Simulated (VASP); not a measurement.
## CuI: electric field gradients with LDA

The system is CuI.

```
Cu I
1.0
     3.80639   -3.78387    0.00000
     3.80639    3.78387    0.00000
     0.00000    0.00000    4.39147
Cu I
2 2
Direct
  0.42044 0.57956 0.75000
  0.57956 0.42044 0.25000
  0.77004 0.22996 0.75000
  0.22996 0.77004 0.25000
```

| Item | Value |
| --- | --- |
| Program | VASP 6.6.1 |
| Task | electric field gradients |
| Functional | LDA |
| Potentials or basis | VASP PAW LDA potentials, release 64 (Cu, I) |
| Cutoff | 520 eV |
| k mesh | 5 × 5 × 6 |
| Occupations | fermi-dirac, width 0.02 eV |
| Spin | no spin polarisation |
| Dipole correction | no |
| Further INCAR settings | ALGO = Normal; EDIFF = 1e-08; NBANDS = 26 |

```yaml
Pressure: -4.6 GPa
Largest_force: 0.787 eV/Å
Band_gap_on_the_k_mesh: 0.84 eV
Largest_electric_field_gradient_by_atom: Cu +48.1; I -431.6 V/Å²
```

Forces in eV/Å, atoms in the order of the input:
```
Cu   0.000 -0.124  0.000
Cu   0.000  0.124  0.000
I    0.000  0.787  0.000
I    0.000 -0.787  0.000
```

Stress tensor (GPa, compression positive):
```
-1.34  0.00  0.00
 0.00 -5.78  0.00
 0.00  0.00 -6.72
```

Levels at points of the mesh, in eV from the valence-band top:
```
           k point  band 15  band 16  band 17  band 18  band 19  band 20  band 21  band 22
(0.00, 0.00, 0.00)    -1.65    -1.35    -0.83     0.00     0.84     1.90     2.39     4.66
(0.00, 0.00, 0.50)    -1.67    -1.67    -1.44    -1.44     3.44     3.44     3.87     3.87
```

Electric field gradients, principal values (V/Å²):
| atom | least | middle | greatest (by size) |
| --- | --- | --- | --- |
| 1 Cu | -12.549 | -35.535 | 48.084 |
| 2 Cu | -12.549 | -35.535 | 48.084 |
| 3 I | 113.521 | 318.043 | -431.564 |
| 4 I | 113.521 | 318.043 | -431.564 |

It took 4.9 min on 1 thread of Oxide Virtual Turin-like Processor, with other jobs on the host, peak memory 0.22 GiB.

Caveat: the stress differs along the axes, from -7 to -1 GPa; without QUAD_EFG the Cq values of the log hold for a quadrupole moment of 1 mb, not for the nuclei; spin-orbit coupling is left out, which moves the levels of the heavy elements. A k mesh can miss the band edges.
